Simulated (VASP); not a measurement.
# Mg (P6_3/mmc) in VASP: notebook

Mg is run at these levels: PBEsol+D3(BJ), RPBE+D3(BJ); tasks: single point.

All numbers are computed with VASP 6.6.1; they aren't measurements. Logs are shortened: lines on timing, memory, paths and dates and some standing lists are left out, and cuts for length are marked.

## Step 1: The cell of the first run

The structure is hexagonal, space group P6_3/mmc (No. 194). Conventional cell: a = 3.252 Å, b = 3.252 Å, c = 5.279 Å, α = 90.00°, β = 90.00°, γ = 120.00°. Within 4.3 Å of Mg (site symmetry -6m2) lie 12 Mg at 3.24 to 3.25 Å.

## Step 2: Single point, PBEsol+D3(BJ)

File INCAR:

```
  PREC = Accurate
  ENCUT = 520
  EDIFF = 1E-7
  ISMEAR = -1
  SIGMA = 0.05
  LREAL = F
  LASPH = T
  NELM = 100
  ALGO = Normal
  ISIF = 2
  LWAVE = F
  LCHARG = F
  GGA = PS
  IVDW = 12
  NBANDS = 9
```

File KPOINTS:

```
Automatic mesh
0
Gamma
  10 10 5
```

File POSCAR:

```
Mg
1.0
    3.2515324747      0.0000000000      0.0000000000
   -1.6257662373      2.8159097243      0.0000000000
    0.0000000000      0.0000000000      5.2788644417
Mg
2
Direct
    0.6666666667      0.3333333333      0.7500000000
    0.3333333333      0.6666666667      0.2500000000
```

Potentials or basis: VASP PAW PBE potentials, release 64 (Mg).

Command:

```
> cat potpaw_PBE.64/Mg/POTCAR > POTCAR
> mpirun -np 1 vasp_std > vasp.out
```

OUTCAR:

```text
PREC = Accurate
   ENCUT = 520
   EDIFF = 1E-7
   ISMEAR = -1
   LREAL = F
   LASPH = T
   NELM = 100
   ISIF = 2
   GGA = PS
   IVDW = 12
 IVDW          = 12

 ion  position               nearest neighbor table
   1  0.667  0.333  0.750-   2 3.24   2 3.24   2 3.24   2 3.24   2 3.24   2 3.24
   2  0.333  0.667  0.250-   1 3.24   1 3.24   1 3.24   1 3.24   1 3.24   1 3.24

  LATTYP: Found a hexagonal cell.
 ALAT       =     3.2515324747
 C/A-ratio  =     1.6235004518

  Lattice vectors:

 A1 = (   3.2515324747,   0.0000000000,   0.0000000000)
 A2 = (  -1.6257662373,   2.8159097243,   0.0000000000)
 A3 = (   0.0000000000,   0.0000000000,   5.2788644417)

Analysis of symmetry for initial positions (statically):
=====================================================================
 Subroutine PRICEL returns:
 Original cell was already a primitive cell.

 Routine SETGRP: Setting up the symmetry group for a
 hexagonal supercell.

 Subroutine GETGRP returns: Found 24 space group operations
 (whereof 12 operations were pure point group operations)
 out of a pool of 24 trial point group operations.

The static configuration has the point symmetry D_3d.
 The point group associated with its full space group is D_6h.

Analysis of symmetry for dynamics (positions and initial velocities):
=====================================================================
 Subroutine PRICEL returns:
 Original cell was already a primitive cell.

 Routine SETGRP: Setting up the symmetry group for a
 hexagonal supercell.

 Subroutine GETGRP returns: Found 24 space group operations
 (whereof 12 operations were pure point group operations)
 out of a pool of 24 trial point group operations.

The dynamic configuration has the point symmetry D_3d.
 The point group associated with its full space group is D_6h.

 Subroutine INISYM returns: Found 24 space group operations
 (whereof 12 operations are pure point group operations),
 and found     1 'primitive' translations

----------------------------------------------------------------------------------------

                                     Primitive cell

  volume of cell :      48.3334

  direct lattice vectors                    reciprocal lattice vectors
     3.251532475  0.000000000  0.000000000     0.307547290  0.177562510  0.000000000
    -1.625766237  2.815909724  0.000000000     0.000000000  0.355125021  0.000000000
     0.000000000  0.000000000  5.278864442     0.000000000  0.000000000  0.189434681

  length of vectors
     3.251532475  3.251532475  5.278864442     0.355125021  0.355125021  0.189434681

  position of ions in fractional coordinates (direct lattice)
     0.666666667  0.333333333  0.750000000
     0.333333333  0.666666667  0.250000000

  ion indices of the primitive-cell ions
   primitive index   ion index
                 1           1
                 2           2

----------------------------------------------------------------------------------------

 KPOINTS: Automatic mesh

Automatic generation of k-mesh.
 Grid dimensions read from file:
 generate k-points for:   10   10    5

 Generating k-lattice:

  Cartesian coordinates                     Fractional coordinates (reciprocal lattice)
     0.030754729  0.017756251  0.000000000     0.100000000  0.000000000  0.000000000
     0.000000000  0.035512502  0.000000000     0.000000000  0.100000000  0.000000000
     0.000000000  0.000000000  0.037886936     0.000000000  0.000000000  0.200000000

  Length of vectors
     0.035512502  0.035512502  0.037886936

  Shift w.r.t. Gamma in fractional coordinates (k-lattice)
     0.000000000  0.000000000  0.000000000

 Subroutine IBZKPT returns following result:
 ===========================================

 Found     42 irreducible k-points:

 Following reciprocal coordinates:
            Coordinates               Weight
  0.000000  0.000000  0.000000      1.000000
  0.100000  0.000000  0.000000      6.000000
  0.200000  0.000000  0.000000      6.000000
  0.300000  0.000000  0.000000      6.000000
  0.400000  0.000000  0.000000      6.000000
  0.500000 -0.000000  0.000000      3.000000
[... 16 lines left out ...]
  0.300000  0.100000  0.200000     24.000000
  0.400000  0.100000  0.200000     24.000000
 [... further k-points ...]
   k-points           NKPTS =     42   k-points in BZ     NKDIM =     42   number of bands    NBANDS=      9
   number of dos      NEDOS =    301   number of ions     NIONS =      2
   total plane-waves  NPLWV =  23040
   dimension x,y,z NGX =    24 NGY =   24 NGZ =   40
   dimension x,y,z NGXF=    48 NGYF=   48 NGZF=   80
   ions per type =               2
   NGX,Y,Z   is equivalent  to a cutoff of  12.27, 12.27, 12.60 a.u.
   NGXF,Y,Z  is equivalent  to a cutoff of  24.54, 24.54, 25.19 a.u.
 SYSTEM =  unknown system
   PREC   = accura    normal or accurate (medium, high low for compatibility)
   ISTART =      0    job   : 0-new  1-cont  2-samecut
   ICHARG =      2    charge: 1-file 2-atom 10-const
   ISPIN  =      1    spin polarized calculation?
   LNONCOLLINEAR =      F non collinear calculations
   LSORBIT =      F    spin-orbit coupling
   LASPH  =      T    aspherical Exc in radial PAW
   ENCUT  =  520.0 eV  38.22 Ry    6.18 a.u.   6.05  6.05  9.82*2*pi/ulx,y,z
   NELM   =    100;   NELMIN=  2; NELMDL= -5     # of ELM steps
   EDIFF  = 0.1E-06   stopping-criterion for ELM
   LREAL  =      F    real-space projection
   EDIFFG = 0.1E-05   stopping-criterion for IOM
   NSW    =      0    number of steps for IOM
   IBRION =     -1    ionic relax: 0-MD 1-quasi-New 2-CG
   NFREE  =      0    steps in history (QN), initial steepest desc. (CG)
   ISIF   =      2    stress and relaxation
   ISYM   =      2    0-nonsym 1-usesym 2-fastsym
   POTIM  = 0.5000    time-step for ionic-motion
   TEBEG  =    0.0;   TEEND  =   0.0 temperature during run
   PSTRESS=    0.0 pullay stress
   NELECT =       4.0000    total number of electrons
   NUPDOWN=      -1.0000    fix difference up-down
   EMIN   =  10.00;   EMAX   =-10.00  energy-range for DOS
   EFERMI =   0.00;   METHOD = LEGACY
   ISMEAR =    -1;   SIGMA  =   0.05  broadening in eV -4-tet -1-fermi 0-gaus
   EFERMI_NEDOS =   21; number of points for ismear=-14 and -15
   IALGO  =     38    algorithm
   IMIX   =      4    mixing-type and parameters
     AMIX     =   0.40;   BMIX     =  1.00
     AMIX_MAG =   1.60;   BMIX_MAG =  1.00
  volume/ion in A,a.u.               =      24.17       163.08
  Fermi-wavevector in a.u.,A,eV,Ry     =   0.713421  1.348170  6.924945  0.508969
  Thomas-Fermi vector in A             =   1.801054
   LORBIT       =      0    0 simple, 1 ext, 2 COOP (PROOUT), +10 PAW based schemes
   GGA     = PS    functional components
   LHFCALC =     F    Hartree Fock is set to
   AEXX    =    0.0000 exact exchange contribution
   IVDW    =    12    specifies the selected vdW correction
   LEPSILON=     F    determine dielectric tensor
   LRPA    =     F    only Hartree local field effects (RPA)
 non-spin polarized calculation
  energy-cutoff  :      520.00
  volume of cell :       48.33
 maximum number of plane-waves:      1320
   NGX = 13   NGY = 13   NGZ = 19

 number of electron       4.0000000 magnetization

 Free energy of the ion-electron system (eV)
  ---------------------------------------------------
  ext. energy  EPLUGINS =         0.00000000
  ---------------------------------------------------
  free energy    TOTEN  =        -3.41705956 eV

  energy without entropy =       -3.40490552  energy(sigma->0) =       -3.41098254

 E-fermi :   2.3584     XC(G=0):  -8.3742

 val. band max:        2.3494211401   @ k =   0.2000   0.1000   0.0000
 cond. band min:       2.3723303778   @ k =   0.3000   0.3000   0.0000
 fundamental gap:      0.0229092376
 Fermi energy:         2.3584278842

 k-point     1 :       0.0000    0.0000    0.0000
  band No.  band energies     occupation
      1      -4.3792      2.00000
      2       0.7306      2.00000
      3       1.0904      2.00000
      4      12.9626      0.00000
      5      12.9626      0.00000
      6      12.9783      0.00000
      7      12.9783      0.00000
      8      13.8575      0.00000
      9      15.3004      0.00000

 k-point     2 :       0.1000    0.0000    0.0000
  band No.  band energies     occupation
      1      -4.1891      2.00000
      2       0.9052      2.00000
      3       1.2759      2.00000
      4      10.2192      0.00000
      5      11.5186      0.00000
      6      12.3411      0.00000
      7      14.6737      0.00000
      8      14.6896      0.00000
      9      14.8110      0.00000

 k-point     3 :       0.2000    0.0000    0.0000
  band No.  band energies     occupation
      1      -3.6211      2.00000
      2       1.4294      2.00000
      3       1.8227      1.99996
      4       7.3325      0.00000
      5      10.3890      0.00000
      6      10.9256      0.00000
      7      11.9591      0.00000
      8      12.9501      0.00000
      9      14.9072      0.00000

 k-point     4 :       0.3000    0.0000    0.0000
  band No.  band energies     occupation
      1      -2.6815      2.00000
      2       2.3037      1.49840
      3       2.6621      0.00459
      4       4.7771      0.00000
      5       9.3059      0.00000
      6       9.3485      0.00000
      7       9.5843      0.00000
      8      11.3332      0.00000
      9      13.9993      0.00000
[... 205 lines left out ...]
 k-point    22 :       0.2000    0.1000    0.2000
  band No.  band energies     occupation
      1      -2.8426      2.00000
      2       0.3024      2.00000
      3       4.3364      0.00000
      4       6.3346      0.00000
      5       7.9615      0.00000
      6       9.3663      0.00000
      7      10.9588      0.00000
      8      12.8856      0.00000
      9      13.0922      0.00000

 k-point    23 :       0.3000    0.1000    0.2000
  band No.  band energies     occupation
      1      -1.7251      2.00000
      2       1.3659      2.00000
      3       3.7166      0.00000
      4       5.5024      0.00000
      5       6.5936      0.00000
      6       7.6753      0.00000
      7      10.1793      0.00000
      8      11.0135      0.00000
      9      12.7901      0.00000

 k-point    24 :       0.4000    0.1000    0.2000
  band No.  band energies     occupation
      1      -0.2569      2.00000
      2       1.5068      2.00000
      3       2.9085      0.00003
      4       4.6068      0.00000
      5       6.5215      0.00000
      6       7.4232      0.00000
      7       8.8582      0.00000
      8      10.1354      0.00000
      9      12.4921      0.00000

 [... further k-points ...]

------------------------ aborting loop because EDIFF is reached ----------------------------------------

 Edisp (eV)   -0.49531

 E8    (eV) :    -0.3282

  FORCE on cell =-STRESS in cart. coord.  units (eV):
  Direction    XX          YY          ZZ          XY          YZ          ZX
  --------------------------------------------------------------------------------------
  -------------------------------------------------------------------------------------
  Total      -1.33097    -1.33097    -0.96452    -0.00000    -0.00000     0.00000
  in kB     -44.11952   -44.11952   -31.97243    -0.00000    -0.00000     0.00000
  external pressure =      -40.07 kB  Pullay stress =        0.00 kB

 VOLUME and BASIS-vectors are now :
 -----------------------------------------------------------------------------
  energy-cutoff  :      520.00
  volume of cell :       48.33
      direct lattice vectors                 reciprocal lattice vectors
     3.251532475  0.000000000  0.000000000     0.307547290  0.177562510  0.000000000
    -1.625766237  2.815909724  0.000000000     0.000000000  0.355125021  0.000000000
     0.000000000  0.000000000  5.278864442     0.000000000  0.000000000  0.189434681

 POSITION                                       TOTAL-FORCE (eV/Angst)
 -----------------------------------------------------------------------------------
      1.62577      0.93864      3.95915        -0.000000      0.000000      0.000000
     -0.00000      1.87727      1.31972         0.000000     -0.000000      0.000000
 -----------------------------------------------------------------------------------
    total drift:                                0.000000     -0.000000      0.000000

  FREE ENERGIE OF THE ION-ELECTRON SYSTEM (eV)
  ---------------------------------------------------
  free  energy   TOTEN  =        -3.9123649168 eV

  energy  without entropy=       -3.9002108749  energy(sigma->0) =       -3.90628790
```

Run time: 14 s. Hardware: 1 thread of Intel Xeon Platinum 8375C at 2.90GHz (Ice Lake), shared host; peak memory 0.16 GiB.

What came out:

| Quantity | Value |
| --- | --- |
| Free energy | -3.9124 eV |
| Pressure | -4.0 GPa |
| Band gap on the k mesh | zero (band 2 reaches 3.00 eV, above the bottom of band 3 at 1.09 eV) |
| Dispersion energy per atom | -0.248 eV |

Stress tensor (GPa, compression positive):
```
-4.41  0.00  0.00
 0.00 -4.41  0.00
 0.00  0.00 -3.20
```

Levels at points of the mesh, in eV from the Fermi level:
```
           k point  band 1  band 2  band 3  band 4  band 5  band 6  band 7
(0.00, 0.00, 0.00)   -6.74   -1.63   -1.27   10.60   10.60   10.62   10.62
(0.50, 0.00, 0.00)   -2.11   -2.08    2.56    2.97    3.11    3.53    6.58
```

Caveat: the PAW data sets were made with another functional, which shifts forces and pressure a little; pairwise dispersion overbinds metals, which lowers pressure and volume.

## Step 3: Single point, RPBE+D3(BJ)

This run uses another cell than the first one, of 23.24 Å³/atom, 0.962 times its volume.

File INCAR:

```
SYSTEM = Mg
ALGO = Normal
EDIFF = 1E-6
ENCUT = 520
GGA = RP
ISIF = 2
ISMEAR = -1
IVDW = 12
LASPH = .True.
LCHARG = .False.
LREAL = .False.
LWAVE = .False.
NBANDS = 9
NELM = 80
PREC = Accurate
SIGMA = 0.05
```

File KPOINTS:

```
k-points
0
Gamma
  10 10 5
  0 0 0
```

File POSCAR:

```
Mg
1.0
    3.2093000000      0.0000000000      0.0000000000
   -1.6046500000      2.7793353284      0.0000000000
    0.0000000000      0.0000000000      5.2103000000
Mg
2
Direct
    0.6666666667      0.3333333333      0.7500000000
    0.3333333333      0.6666666667      0.2500000000
```

Potentials or basis: VASP PAW PBE potentials, release 64 (Mg).

Command:

```
> cat potpaw_PBE.64/Mg/POTCAR > POTCAR
> mpirun -np 1 vasp_std > vasp.out
```

Run time: 14 s. Hardware: 1 thread of Intel Xeon Platinum 8375C at 2.90GHz (Ice Lake), shared host; peak memory 0.17 GiB.

Results (log left out):

| Item | Value |
| --- | --- |
| Free energy | -5.1772 eV |
| Pressure | -13.1 GPa |
| Band gap on the k mesh | zero (band 2 reaches 3.32 eV, above the bottom of band 3 at 1.46 eV) |
| Dispersion energy per atom | -1.251 eV |

Stress tensor (GPa, compression positive):
```
-13.45   0.00   0.00
  0.00 -13.45   0.00
  0.00   0.00 -12.40
```

Levels at points of the mesh, in eV from the Fermi level:
| k point | band 1 | band 2 | band 3 | band 4 | band 5 | band 6 | band 7 |
| --- | --- | --- | --- | --- | --- | --- | --- |
| (0.00, 0.00, 0.00) | -6.91 | -1.72 | -1.24 | 10.86 | 10.86 | 10.98 | 10.98 |
| (0.50, 0.00, 0.00) | -2.17 | -2.14 | 2.61 | 2.96 | 3.24 | 3.65 | 6.82 |

Caveat: the PAW data sets were made with another functional, which shifts forces and pressure a little; pairwise dispersion overbinds metals, which lowers pressure and volume.
